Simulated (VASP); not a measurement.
# InPd: relaxation of cell and atoms with PBE-based screened hybrid with 25 % exact exchange

The system is InPd.

```
In Pd
1.0
     0.00000    2.74607    2.74607
     2.74607    0.00000    2.74607
     2.74607    2.74607    0.00000
In Pd
1 1
Direct
  0.00000 0.00000 0.00000
  0.50000 0.50000 0.50000
```

| Item | Value |
| --- | --- |
| Program | VASP 6.6.1 |
| Task | relaxation of cell and atoms |
| Functional | PBE-based screened hybrid with 25 % exact exchange |
| Potentials or basis | VASP PAW PBE potentials, release 64 (In_d, Pd) |
| Cutoff | 600 eV |
| k mesh | 4 × 4 × 4 |
| Occupations | fermi-dirac, width 0.05 eV |
| Spin | no spin polarisation |
| Dipole correction | no |
| Grid for exact exchange (PRECFOCK) | Normal |
| Share of exact exchange | 0.25 |
| Further INCAR settings | ALGO = Normal; EDIFF = 1e-06; IBRION = 2; EDIFFG = -0.01; NSW = 60; ISIF = 3 |
| Screening parameter | 0.3 1/Å |

```yaml
Relaxed_volume: 19.97 Å³/atom
Relaxed_cell: a = 3.837 Å, b = 3.837 Å, c = 3.837 Å, α = 60.00°, β = 60.00°, γ = 60.00°
Space_group_after_relaxing_to_0.1_Å: Fm-3m (No. 225)
Energy_gained_by_relaxing: 8.0 meV/atom
Ionic_steps: 3
Pressure_after_relaxing: 0.0 GPa
Band_gap_on_the_k_mesh: zero (an odd number of electrons rules out a gap without spin polarisation)
```

The path:
| step | energy change (eV) | largest force (eV/Å) | pressure (GPa) | volume (Å³) |
| --- | --- | --- | --- | --- |
| 1 | 0.0000 | 0.0000 | -3.39 | 41.42 |
| 2 | -0.0065 | 0.0000 | 2.91 | 38.85 |
| 3 | -0.0161 | 0.0000 | 0.01 | 39.94 |

Final structure:
```xyz
2
Lattice="0.0000 2.7130 2.7130 2.7130 0.0000 2.7130 2.7130 2.7130 0.0000" Properties=species:S:1:pos:R:3 pbc="T T T"
In    0.0000    0.0000    0.0000
Pd    2.7130    2.7130    2.7130
```

Levels at points of the mesh, in eV from the Fermi level:
| k point | band 9 | band 10 | band 11 | band 12 | band 13 | band 14 |
| --- | --- | --- | --- | --- | --- | --- |
| (0.00, 0.00, 0.00) | -3.56 | -3.00 | -3.00 | 6.49 | 6.49 | 6.49 |
| (0.50, 0.00, 0.00) | -4.18 | -3.08 | -3.08 | -1.49 | 8.40 | 8.55 |
| (0.50, 0.50, 0.00) | -2.90 | -2.74 | -2.57 | 0.45 | 2.04 | 2.04 |

Wall time 50 min on 1 thread of Intel(R) Xeon(R) Platinum 8488C (Sapphire Rapids) (shared host), peak memory 0.31 GiB.

Caveat: the k points lie up to 0.50 Å⁻¹ apart in the final cell, too coarse for converged energies and pressures of a metal; the PAW data sets were made with another functional, which shifts forces and pressure a little; spin-orbit coupling is left out, which moves the levels of the heavy elements.
